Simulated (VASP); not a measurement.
# W2Cl3 (P3m1) in VASP: relaxation of cell and atoms with PBE

Aim: the relaxation of cell and atoms of W2Cl3 with PBE.

Program: VASP 6.6.1. These are calculated values, not measurements. Logs are shortened: lines on timing, memory, paths and dates and some standing lists are left out, and cuts for length are marked.

### 1 The cell of the first run

Symmetry: P3m1, No. 156, trigonal system. Conventional cell: a = 3.033 Å, b = 3.033 Å, c = 13.111 Å, α = 90.00°, β = 90.00°, γ = 120.00°. Within 3.2 Å of W (site symmetry 3m) lie 3 Cl at 2.45 Å and 6 W at 3.03 Å. W (site symmetry 3m) has 6 Cl at 2.48 to 2.51 Å and 6 W at 3.03 Å within 3.3 Å. Cl (site symmetry 3m) has 3 W at 2.45 Å and 6 Cl at 3.03 Å within 3.2 Å. Cl (site symmetry 3m) has 3 W at 2.48 Å and 6 Cl at 3.03 Å within 3.3 Å. Cl (site symmetry 3m) has 3 W at 2.51 Å and 6 Cl at 3.03 Å within 3.3 Å.

### 2 Relaxation of cell and atoms, PBE (atoms taken out)

Contents of INCAR:

```
PREC = Accurate ; ENCUT = 600
EDIFF = 1E-6 ; ISMEAR = 0
SIGMA = 0.1 ; LREAL = F
LASPH = T ; NELM = 100
ALGO = Fast ; ISIF = 3
LWAVE = F ; LCHARG = F
GGA = PE ; IBRION = 2
NSW = 100 ; EDIFFG = -0.01
```

Contents of KPOINTS:

```
Automatic mesh
0
Gamma
  12 12 4
```

Contents of POSCAR:

```
W2Cl3
1.0
    3.0330102777      0.0000000000      0.0000000000
   -1.5165051388      2.6266639504      0.0000000000
    0.0000000000      0.0000000000     13.1110353695
W Cl
2 3
Direct
    0.0000000000      0.0000000000      0.9628944865
    0.0000000000      0.0000000000      0.5220518629
    0.3333333333      0.6666666667      0.0938921162
    0.3333333333      0.6666666667      0.6562082573
    0.6666666667      0.3333333333      0.3849532771
```

Potentials or basis: VASP PAW PBE potentials, release 64 (W_sv, Cl).

Started as:

```bash
> cat potpaw_PBE.64/W_sv/POTCAR potpaw_PBE.64/Cl/POTCAR > POTCAR
> mpirun -np 1 vasp_std > vasp.out
```

OUTCAR:

```text
PREC = Accurate
   ENCUT = 600
   EDIFF = 1E-6
   ISMEAR = 0
   LREAL = F
   LASPH = T
   NELM = 100
   ISIF = 3
   GGA = PE
   IBRION = 2
   NSW = 100
   EDIFFG = -0.01

 ion  position               nearest neighbor table
   1  0.000  0.000  0.963-   3 2.45   3 2.45   3 2.45
   2  0.000  0.000  0.522-   4 2.48   4 2.48   4 2.48   5 2.51   5 2.51   5 2.51
   3  0.333  0.667  0.094-   1 2.45   1 2.45   1 2.45
   4  0.333  0.667  0.656-   2 2.48   2 2.48   2 2.48
   5  0.667  0.333  0.385-   2 2.51   2 2.51   2 2.51

  LATTYP: Found a hexagonal cell.
 ALAT       =     3.0330102777
 C/A-ratio  =     4.3227797367

  Lattice vectors:

 A1 = (   3.0330102777,   0.0000000000,   0.0000000000)
 A2 = (  -1.5165051388,   2.6266639504,   0.0000000000)
 A3 = (   0.0000000000,   0.0000000000,  13.1110353695)

Analysis of symmetry for initial positions (statically):
=====================================================================
 Subroutine PRICEL returns:
 Original cell was already a primitive cell.

 Routine SETGRP: Setting up the symmetry group for a
 hexagonal supercell.

 Subroutine GETGRP returns: Found  6 space group operations
 (whereof  6 operations were pure point group operations)
 out of a pool of 24 trial point group operations.

The static configuration has the point symmetry C_3v.

Analysis of symmetry for dynamics (positions and initial velocities):
=====================================================================
 Subroutine PRICEL returns:
 Original cell was already a primitive cell.

 Routine SETGRP: Setting up the symmetry group for a
 hexagonal supercell.

 Subroutine GETGRP returns: Found  6 space group operations
 (whereof  6 operations were pure point group operations)
 out of a pool of 24 trial point group operations.

The dynamic configuration has the point symmetry C_3v.

 Subroutine INISYM returns: Found  6 space group operations
 (whereof  6 operations are pure point group operations),
 and found     1 'primitive' translations

----------------------------------------------------------------------------------------

                                     Primitive cell

  volume of cell :     104.4517

  direct lattice vectors                    reciprocal lattice vectors
     3.033010278  0.000000000  0.000000000     0.329705444  0.190355527  0.000000000
    -1.516505139  2.626663950  0.000000000     0.000000000  0.380711054  0.000000000
     0.000000000  0.000000000 13.111035369     0.000000000  0.000000000  0.076271627

  length of vectors
     3.033010278  3.033010278 13.111035369     0.380711054  0.380711054  0.076271627

[... 105 lines left out ...]
     AMIX     =   0.40;   BMIX     =  1.00
     AMIX_MAG =   1.60;   BMIX_MAG =  1.00
  volume/ion in A,a.u.               =      20.89       140.97
  Fermi-wavevector in a.u.,A,eV,Ry     =   1.272043  2.403812 22.015491  1.618093
  Thomas-Fermi vector in A             =   2.404943
   LORBIT       =      0    0 simple, 1 ext, 2 COOP (PROOUT), +10 PAW based schemes
   GGA     = PE    functional components
   LHFCALC =     F    Hartree Fock is set to
   AEXX    =    0.0000 exact exchange contribution
   IVDW    =     0    specifies the selected vdW correction
   LEPSILON=     F    determine dielectric tensor
   LRPA    =     F    only Hartree local field effects (RPA)
 conjugate gradient relaxation of ions
 non-spin polarized calculation
 RMM-DIIS sequential band-by-band and
 Gauss-broadening in eV      SIGMA  =   0.10
  energy-cutoff  :      600.00
  volume of cell :      104.45
 maximum number of plane-waves:      3528
   NGX = 13   NGY = 13   NGZ = 53

--------------------------------------- Ionic step        1  -------------------------------------------

 number of electron      48.9999995 magnetization

 Free energy of the ion-electron system (eV)
  ---------------------------------------------------
  ext. energy  EPLUGINS =         0.00000000
  ---------------------------------------------------
  free energy    TOTEN  =       -30.16018993 eV

  energy without entropy =      -30.14905661  energy(sigma->0) =      -30.15462327

------------------------ aborting loop because EDIFF is reached ----------------------------------------

  FORCE on cell =-STRESS in cart. coord.  units (eV):
  Direction    XX          YY          ZZ          XY          YZ          ZX
  --------------------------------------------------------------------------------------
  -------------------------------------------------------------------------------------
  Total       -0.3915878     -0.3915878      0.4179067     -0.0000000      0.0000000      0.0000000
  in kB       -6.0065394     -6.0065394      6.4102442     -0.0000000      0.0000000      0.0000000
  external PRESSURE =      -1.8676115 kB  Pullay stress =       0.0000000 kB
[... 98 lines left out ...]
  FREE ENERGIE OF THE ION-ELECTRON SYSTEM (eV)
  ---------------------------------------------------
  free  energy   TOTEN  =       -30.1631766345 eV

  energy  without entropy=      -30.1527662553  energy(sigma->0) =      -30.15797144

 E-fermi :   6.5906     XC(G=0): -10.0257

 val. band max:        6.5383991392   @ k =   0.3333   0.3333   0.5000
 cond. band min:       6.6369783546   @ k =   0.0833   0.0833   0.0000
 fundamental gap:      0.0985792154
 Fermi energy:         6.5906030671

 k-point     1 :       0.0000    0.0000    0.0000
  band No.  band energies     occupation
      1     -68.7831      2.00000
      2     -68.2692      2.00000
      3     -33.3416      2.00000
      4     -32.7158      2.00000
      5     -32.6154      2.00000
      6     -32.6154      2.00000
[... 757 lines left out ...]
     28       7.3578      0.00000
     29       7.7001      0.00000

 [... further k-points ...]

[... ionic steps 4 to 22 ...]

--------------------------------------- Ionic step       23  -------------------------------------------

 number of electron      48.9999990 magnetization

------------------------ aborting loop because EDIFF is reached ----------------------------------------
[... 73 lines left out ...]
--------------------------------------- Ionic step       25  -------------------------------------------

 number of electron      48.9999990 magnetization

 Free energy of the ion-electron system (eV)
  ---------------------------------------------------
  ext. energy  EPLUGINS =         0.00000000
  ---------------------------------------------------
  free energy    TOTEN  =       -30.16465201 eV

  energy without entropy =      -30.15405716  energy(sigma->0) =      -30.15935459

 E-fermi :   6.5360     XC(G=0):  -9.9828

 val. band max:        6.4834052832   @ k =   0.3333   0.3333   0.5000
 cond. band min:       6.5819171038   @ k =   0.0833   0.0833   0.0000
 fundamental gap:      0.0985118206
 Fermi energy:         6.5360402780

 k-point     1 :       0.0000    0.0000    0.0000
  band No.  band energies     occupation
      1     -68.8404      2.00000
      2     -68.3233      2.00000
      3     -33.4007      2.00000
      4     -32.7708      2.00000
      5     -32.6713      2.00000
      6     -32.6713      2.00000
[... 791 lines left out ...]
  FREE ENERGIE OF THE ION-ELECTRON SYSTEM (eV)
  ---------------------------------------------------
  free  energy   TOTEN  =       -30.1646520085 eV

  energy  without entropy=      -30.1540571624  energy(sigma->0) =      -30.15935459

 reached required accuracy - stopping structural energy minimisation
```

OSZICAR:

```text
N       E                     dE             d eps       ncg     rms          rms(c)
DAV:   1     0.553315739255E+03    0.55332E+03   -0.28086E+04  4242   0.185E+03
DAV:   2     0.783090409253E+01   -0.54548E+03   -0.53177E+03  4771   0.489E+02
[... 227 lines left out ...]
  24 F= -.30164642E+02 E0= -.30159343E+02  d E =-.160275E-04
       N       E                     dE             d eps       ncg     rms          rms(c)
DAV:   1    -0.301646428724E+02   -0.77102E-06   -0.10044E-03  4313   0.344E-01    0.231E-02
RMM:   2    -0.301646499217E+02   -0.70493E-05   -0.12502E-04  4756   0.772E-02    0.913E-03
RMM:   3    -0.301646526831E+02   -0.27614E-05   -0.29340E-05  4344   0.297E-02    0.678E-03
RMM:   4    -0.301646520085E+02    0.67460E-06   -0.48912E-06  3327   0.122E-02
  25 F= -.30164652E+02 E0= -.30159355E+02  d E =-.994848E-05
```

Run time: 56 min. Hardware: 1 thread of AMD EPYC 9755, shared host; peak memory 0.36 GiB.

What came out:

```
Free energy                           : -30.1647 eV
Relaxed volume                        : 21.27 Å³/atom
Relaxed cell                          : a = 3.021 Å, b = 3.021 Å, c = 13.453 Å, α = 90.00°, β = 90.00°, γ = 120.00°
Space group after relaxing (to 0.1 Å) : P3m1 (No. 156)
Energy gained by relaxing             : 0.9 meV/atom
Ionic steps                           : 25
Pressure after relaxing               : 0.0 GPa
Largest force after relaxing          : 0.008 eV/Å
Band gap on the k mesh                : zero (an odd number of electrons rules out a gap without spin polarisation)
```

Forces in eV/Å, atoms in the order of the input:
```
W    0.000  0.000 -0.008
W    0.000  0.000  0.006
Cl   0.000  0.000 -0.005
Cl   0.000  0.000  0.005
Cl   0.000  0.000  0.002
```

The path:
```csv
step,energy change (eV),largest force (eV/Å),pressure (GPa),volume (Å³)
1,0.0000,0.0648,-0.19,104.45
2,-0.0030,0.0519,0.17,104.08
3,-0.0030,0.0501,0.20,104.04
4,-0.0030,0.0683,-0.23,104.40
5,-0.0032,0.0427,-0.02,104.23
6,-0.0033,0.0310,0.01,104.25
7,-0.0034,0.0423,0.07,104.29
8,-0.0034,0.0308,0.04,104.27
9,-0.0035,0.0299,0.04,104.38
10,-0.0037,0.0284,0.03,104.57
11,-0.0040,0.0268,-0.03,104.96
12,-0.0043,0.0234,-0.09,105.74
13,-0.0040,0.0190,-0.20,107.30
14,-0.0044,0.0184,-0.13,106.28
15,-0.0044,0.0195,0.02,106.28
16,-0.0044,0.0198,0.02,106.28
17,-0.0044,0.0144,0.01,106.30
18,-0.0045,0.0124,0.02,106.32
19,-0.0044,0.0134,0.00,106.35
20,-0.0044,0.0113,-0.01,106.33
21,-0.0045,0.0120,0.00,106.33
22,-0.0045,0.0141,-0.01,106.32
23,-0.0045,0.0127,0.00,106.32
24,-0.0045,0.0127,0.00,106.32
25,-0.0045,0.0081,0.00,106.33
```

Final structure:
```cif
data_structure
_symmetry_space_group_name_H-M 'P 1'
_symmetry_Int_Tables_number 1
_cell_length_a 3.0211
_cell_length_b 3.0211
_cell_length_c 13.4527
_cell_angle_alpha 90.000
_cell_angle_beta 90.000
_cell_angle_gamma 120.000
_cell_volume 106.33
loop_
_atom_site_label
_atom_site_type_symbol
_atom_site_fract_x
_atom_site_fract_y
_atom_site_fract_z
_atom_site_occupancy
W1 W 0.00000 0.00000 0.96280 1
W2 W 0.00000 0.00000 0.52276 1
Cl1 Cl 0.33333 0.66667 0.09195 1
Cl2 Cl 0.33333 0.66667 0.65419 1
Cl3 Cl 0.66667 0.33333 0.38830 1
```

Caveat: the cell differs from its parent crystal (atoms taken out); spin-orbit coupling is left out, which moves the levels of the heavy elements; an odd number of electrons without spin polarisation forces a metal; a magnetic or distorted state may lie lower.

The gap in the log of VASP goes by the Fermi energy; the results here count the filled bands.